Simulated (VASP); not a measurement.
# CuI (P4/nmm) in VASP: notebook

The runs below take CuI through single point, with PBEsol.

All numbers are computed with VASP 6.6.1; they aren't measurements. Logs are shortened: lines on timing, memory, paths and dates and some standing lists are left out, and cuts for length are marked.

### Step 1. The cell of the first run

Symmetry: P4/nmm, No. 129, tetragonal system. The conventional cell has a = 4.007 Å, b = 4.007 Å, c = 6.418 Å, α = 90.00°, β = 90.00°, γ = 90.00°. Within 3.4 Å of I (site symmetry 4mm) lie 4 Cu at 2.59 Å. Within 3.4 Å of Cu (site symmetry -4m2) lie 4 I at 2.59 Å and 4 Cu at 2.83 Å.

### Step 2. Single point, PBEsol (25.76 Å³/atom)

The input, INCAR:

```
SYSTEM = CuI
PREC     = Accurate       ! precision mode
ENCUT    = 520            ! plane-wave cutoff, eV
EDIFF    = 1E-7           ! SCF threshold, eV
ISMEAR   = -1             ! smearing method
SIGMA    = 0.05           ! smearing width, eV
LREAL    = .FALSE.        ! projectors in reciprocal space
LASPH    = .TRUE.         ! aspherical terms in the spheres
NELM     = 100            ! most SCF steps
ALGO     = Normal         ! electronic algorithm
ISIF     = 2              ! what is computed and relaxed
LWAVE    = .FALSE.        ! write WAVECAR
LCHARG   = .FALSE.        ! write CHGCAR
GGA      = PS             ! functional
NBANDS   = 26             ! bands
```

The input, KPOINTS:

```
regular mesh
0
G
  7 7 4
  0 0 0
```

The input, POSCAR:

```
CuI
1.0
    4.0066993696      0.0000000000      0.0000000000
    0.0000000000      4.0066993696      0.0000000000
    0.0000000000      0.0000000000      6.4177172878
I Cu
2 2
Direct
    0.0000000000      0.5000000000      0.7430343600
    0.5000000000      0.0000000000      0.2569656400
    0.0000000000      0.0000000000      0.0000000000
    0.5000000000      0.5000000000      0.0000000000
```

Potentials or basis: VASP PAW PBE potentials, release 64 (I, Cu).

Started as:

```sh
$ cat potpaw_PBE.64/I/POTCAR potpaw_PBE.64/Cu/POTCAR > POTCAR
$ mpirun -np 1 vasp_std > vasp.out
```

OUTCAR:

```text
SYSTEM = CuI
   PREC = Accurate
   ENCUT = 520
   EDIFF = 1E-7
   ISMEAR = -1
   LREAL = .FALSE.
   LASPH = .TRUE.
   NELM = 100
   ISIF = 2
   GGA = PS

 ion  position               nearest neighbor table
   1  0.000  0.500  0.743-   3 2.59   4 2.59   3 2.59   4 2.59
   2  0.500  0.000  0.257-   3 2.59   4 2.59   4 2.59   3 2.59
   3  0.000  0.000  0.000-   1 2.59   2 2.59   1 2.59   2 2.59
   4  0.500  0.500  0.000-   1 2.59   2 2.59   2 2.59   1 2.59

  LATTYP: Found a simple tetragonal cell.
 ALAT       =     4.0066993696
 C/A-ratio  =     1.6017466487

  Lattice vectors:

 A1 = (   4.0066993696,   0.0000000000,   0.0000000000)
 A2 = (   0.0000000000,   4.0066993696,   0.0000000000)
 A3 = (   0.0000000000,   0.0000000000,   6.4177172878)

Analysis of symmetry for initial positions (statically):
=====================================================================
 Subroutine PRICEL returns:
 Original cell was already a primitive cell.

 Routine SETGRP: Setting up the symmetry group for a
 simple tetragonal supercell.

 Subroutine GETGRP returns: Found 16 space group operations
 (whereof  8 operations were pure point group operations)
 out of a pool of 16 trial point group operations.

The static configuration has the point symmetry D_2d.
 The point group associated with its full space group is D_4h.

Analysis of symmetry for dynamics (positions and initial velocities):
=====================================================================
 Subroutine PRICEL returns:
 Original cell was already a primitive cell.

 Routine SETGRP: Setting up the symmetry group for a
 simple tetragonal supercell.

 Subroutine GETGRP returns: Found 16 space group operations
 (whereof  8 operations were pure point group operations)
 out of a pool of 16 trial point group operations.

The dynamic configuration has the point symmetry D_2d.
 The point group associated with its full space group is D_4h.

 Subroutine INISYM returns: Found 16 space group operations
 (whereof  8 operations are pure point group operations),
 and found     1 'primitive' translations

----------------------------------------------------------------------------------------

                                     Primitive cell

  volume of cell :     103.0277

  direct lattice vectors                    reciprocal lattice vectors
     4.006699370  0.000000000  0.000000000     0.249581990  0.000000000  0.000000000
     0.000000000  4.006699370  0.000000000     0.000000000  0.249581990  0.000000000
     0.000000000  0.000000000  6.417717288     0.000000000  0.000000000  0.155818643

  length of vectors
     4.006699370  4.006699370  6.417717288     0.249581990  0.249581990  0.155818643

  position of ions in fractional coordinates (direct lattice)
     0.000000000  0.500000000  0.743034360
     0.500000000  0.000000000  0.256965640
     0.000000000  0.000000000  0.000000000
     0.500000000  0.500000000  0.000000000

  ion indices of the primitive-cell ions
   primitive index   ion index
                 1           1
                 2           2
                 3           3
                 4           4

----------------------------------------------------------------------------------------

 KPOINTS: regular mesh

Automatic generation of k-mesh.
 Grid dimensions read from file:
 generate k-points for:    7    7    4

 Generating k-lattice:

  Cartesian coordinates                     Fractional coordinates (reciprocal lattice)
     0.035654570  0.000000000  0.000000000     0.142857143  0.000000000  0.000000000
     0.000000000  0.035654570  0.000000000     0.000000000  0.142857143  0.000000000
     0.000000000  0.000000000  0.038954661     0.000000000  0.000000000  0.250000000

  Length of vectors
     0.035654570  0.035654570  0.038954661

  Shift w.r.t. Gamma in fractional coordinates (k-lattice)
     0.000000000  0.000000000  0.000000000

 Subroutine IBZKPT returns following result:
 ===========================================

 Found     30 irreducible k-points:

 Following reciprocal coordinates:
            Coordinates               Weight
  0.000000  0.000000  0.000000      1.000000
  0.142857  0.000000  0.000000      4.000000
  0.285714  0.000000  0.000000      4.000000
  0.428571  0.000000  0.000000      4.000000
  0.142857  0.142857  0.000000      4.000000
  0.285714  0.142857  0.000000      8.000000
[... 16 lines left out ...]
  0.285714  0.000000  0.500000      4.000000
  0.428571  0.000000  0.500000      4.000000
 [... further k-points ...]
   k-points           NKPTS =     30   k-points in BZ     NKDIM =     30   number of bands    NBANDS=     26
   number of dos      NEDOS =    301   number of ions     NIONS =      4
   total plane-waves  NPLWV =  43200
   dimension x,y,z NGX =    30 NGY =   30 NGZ =   48
   dimension x,y,z NGXF=    60 NGYF=   60 NGZF=   96
   ions per type =               2   2
   NGX,Y,Z   is equivalent  to a cutoff of  12.45, 12.45, 12.43 a.u.
   NGXF,Y,Z  is equivalent  to a cutoff of  24.90, 24.90, 24.87 a.u.
 SYSTEM =  CuI
   PREC   = accura    normal or accurate (medium, high low for compatibility)
   ISTART =      0    job   : 0-new  1-cont  2-samecut
   ICHARG =      2    charge: 1-file 2-atom 10-const
   ISPIN  =      1    spin polarized calculation?
   LNONCOLLINEAR =      F non collinear calculations
   LSORBIT =      F    spin-orbit coupling
   LASPH  =      T    aspherical Exc in radial PAW
   ENCUT  =  520.0 eV  38.22 Ry    6.18 a.u.   7.45  7.45 11.93*2*pi/ulx,y,z
   NELM   =    100;   NELMIN=  2; NELMDL= -5     # of ELM steps
   EDIFF  = 0.1E-06   stopping-criterion for ELM
   LREAL  =      F    real-space projection
   EDIFFG = 0.1E-05   stopping-criterion for IOM
   NSW    =      0    number of steps for IOM
   IBRION =     -1    ionic relax: 0-MD 1-quasi-New 2-CG
   NFREE  =      0    steps in history (QN), initial steepest desc. (CG)
   ISIF   =      2    stress and relaxation
   ISYM   =      2    0-nonsym 1-usesym 2-fastsym
   POTIM  = 0.5000    time-step for ionic-motion
   TEBEG  =    0.0;   TEEND  =   0.0 temperature during run
   PSTRESS=    0.0 pullay stress
   NELECT =      36.0000    total number of electrons
   NUPDOWN=      -1.0000    fix difference up-down
   EMIN   =  10.00;   EMAX   =-10.00  energy-range for DOS
   EFERMI =   0.00;   METHOD = LEGACY
   ISMEAR =    -1;   SIGMA  =   0.05  broadening in eV -4-tet -1-fermi 0-gaus
   EFERMI_NEDOS =   21; number of points for ismear=-14 and -15
   IALGO  =     38    algorithm
   IMIX   =      4    mixing-type and parameters
     AMIX     =   0.40;   BMIX     =  1.00
     AMIX_MAG =   1.60;   BMIX_MAG =  1.00
  volume/ion in A,a.u.               =      25.76       173.82
  Fermi-wavevector in a.u.,A,eV,Ry     =   1.153075  2.178996 18.090067  1.329582
  Thomas-Fermi vector in A             =   2.289722
   LORBIT       =      0    0 simple, 1 ext, 2 COOP (PROOUT), +10 PAW based schemes
   GGA     = PS    functional components
   LHFCALC =     F    Hartree Fock is set to
   AEXX    =    0.0000 exact exchange contribution
   IVDW    =     0    specifies the selected vdW correction
   LEPSILON=     F    determine dielectric tensor
   LRPA    =     F    only Hartree local field effects (RPA)
 non-spin polarized calculation
  energy-cutoff  :      520.00
  volume of cell :      103.03
 maximum number of plane-waves:      2808
 NGX is ok and might be reduce to    30
   NGX = 15   NGY = 15   NGZ = 23

 number of electron      36.0000038 magnetization

 Free energy of the ion-electron system (eV)
  ---------------------------------------------------
  ext. energy  EPLUGINS =         0.00000000
  ---------------------------------------------------
  free energy    TOTEN  =       -12.62946673 eV

  energy without entropy =      -12.62946672  energy(sigma->0) =      -12.62946673

 E-fermi :   5.8447     XC(G=0):  -9.4519

 val. band max:        5.0016599728   @ k =   0.0000   0.0000   0.0000
 cond. band min:       6.6099056007   @ k =   0.0000   0.0000   0.0000
 fundamental gap:      1.6082456279
 Fermi energy:         5.8446639486

 k-point     1 :       0.0000    0.0000    0.0000
  band No.  band energies     occupation
      1      -9.3034      2.00000
      2      -8.4921      2.00000
      3      -1.1958      2.00000
      4       0.8772      2.00000
      5       1.0878      2.00000
      6       1.0878      2.00000
[... 18 lines left out ...]
     25      13.4974      0.00000
     26      13.6742      0.00000

 k-point     2 :       0.1429    0.0000    0.0000
  band No.  band energies     occupation
      1      -9.2162      2.00000
      2      -8.4705      2.00000
      3      -1.0555      2.00000
      4       0.8189      2.00000
      5       0.8421      2.00000
      6       1.1070      2.00000
[... 18 lines left out ...]
     25      13.3796      0.00000
     26      13.6764      0.00000

 k-point     3 :       0.2857    0.0000    0.0000
  band No.  band energies     occupation
      1      -8.9863      2.00000
      2      -8.4448      2.00000
      3      -0.6926      2.00000
      4       0.0952      2.00000
      5       0.3024      2.00000
      6       0.9627      2.00000
[... 18 lines left out ...]
     25      12.0269      0.00000
     26      12.6814      0.00000

 k-point     4 :       0.4286    0.0000    0.0000
  band No.  band energies     occupation
      1      -8.7078      2.00000
      2      -8.5062      2.00000
      3      -0.5221      2.00000
      4      -0.4619      2.00000
      5       0.2273      2.00000
      6       0.7042      2.00000
[... 18 lines left out ...]
     25      11.6406      0.00000
     26      11.8262      0.00000
[... 496 lines left out ...]
      1      -9.0238      2.00000
      2      -8.7105      2.00000
      3      -0.4634      2.00000
      4       0.0693      2.00000
      5       0.8551      2.00000
      6       1.0166      2.00000
[... 18 lines left out ...]
     25      10.9081      0.00000
     26      13.1984      0.00000

 k-point    23 :       0.2857    0.0000    0.5000
  band No.  band energies     occupation
      1      -8.8378      2.00000
      2      -8.6122      2.00000
      3      -0.6871      2.00000
      4      -0.3399      2.00000
      5       0.7917      2.00000
      6       1.0204      2.00000
[... 18 lines left out ...]
     25      11.9265      0.00000
     26      12.0543      0.00000

 k-point    24 :       0.4286    0.0000    0.5000
  band No.  band energies     occupation
      1      -8.6438      2.00000
      2      -8.5604      2.00000
      3      -0.9705      2.00000
      4      -0.8695      2.00000
      5       0.9571      2.00000
      6       1.0365      2.00000
[... 18 lines left out ...]
     25      12.5404      0.00000
     26      13.2484      0.00000

 [... further k-points ...]

------------------------ aborting loop because EDIFF is reached ----------------------------------------

  FORCE on cell =-STRESS in cart. coord.  units (eV):
  Direction    XX          YY          ZZ          XY          YZ          ZX
  --------------------------------------------------------------------------------------
  -------------------------------------------------------------------------------------
  Total        0.8318902      0.8318902      1.2157769      0.0000000      0.0000000      0.0000000
  in kB       12.9366690     12.9366690     18.9064660      0.0000000      0.0000000      0.0000000
  external PRESSURE =      14.9266014 kB  Pullay stress =       0.0000000 kB

 VOLUME and BASIS-vectors are now :
 -----------------------------------------------------------------------------
  energy-cutoff  :      520.00
  volume of cell :      103.03
      direct lattice vectors                 reciprocal lattice vectors
     4.006699370  0.000000000  0.000000000     0.249581990  0.000000000  0.000000000
     0.000000000  4.006699370  0.000000000     0.000000000  0.249581990  0.000000000
     0.000000000  0.000000000  6.417717288     0.000000000  0.000000000  0.155818643

 POSITION                                       TOTAL-FORCE (eV/Angst)
 -----------------------------------------------------------------------------------
      0.00000      2.00335      4.76858         0.000000     -0.000000     -0.374566
      2.00335      0.00000      1.64913         0.000000      0.000000      0.374566
      0.00000      0.00000      0.00000         0.000000      0.000000     -0.000000
      2.00335      2.00335      0.00000         0.000000     -0.000000     -0.000000
 -----------------------------------------------------------------------------------
    total drift:                                0.000000      0.000000      0.000000

  FREE ENERGIE OF THE ION-ELECTRON SYSTEM (eV)
  ---------------------------------------------------
  free  energy   TOTEN  =       -12.6294667272 eV

  energy  without entropy=      -12.6294667232  energy(sigma->0) =      -12.62946673
```

Wall time 34 s (1 thread of Intel Xeon 6975P-C (Granite Rapids), shared host); peak memory 0.23 GiB.

Results:

| Property | Result |
| --- | --- |
| Free energy | -12.6295 eV |
| Pressure | 1.5 GPa |
| Largest force | 0.375 eV/Å |
| Band gap on the k mesh | 1.61 eV |

Forces in eV/Å, atoms in the order of the input:
```
I    0.000  0.000 -0.375
I    0.000  0.000  0.375
Cu   0.000  0.000  0.000
Cu   0.000  0.000  0.000
```

Stress tensor (GPa, compression positive):
```
1.29 0.00 0.00
0.00 1.29 0.00
0.00 0.00 1.89
```

Caveat: the PAW data sets were made with another functional, which shifts forces and pressure a little; spin-orbit coupling is left out, which moves the levels of the heavy elements; this functional lacks dispersion, which binds layers or chains, so the pressure and a relaxed spacing across them are unreliable.

(Part 1 of 2 ends here.)
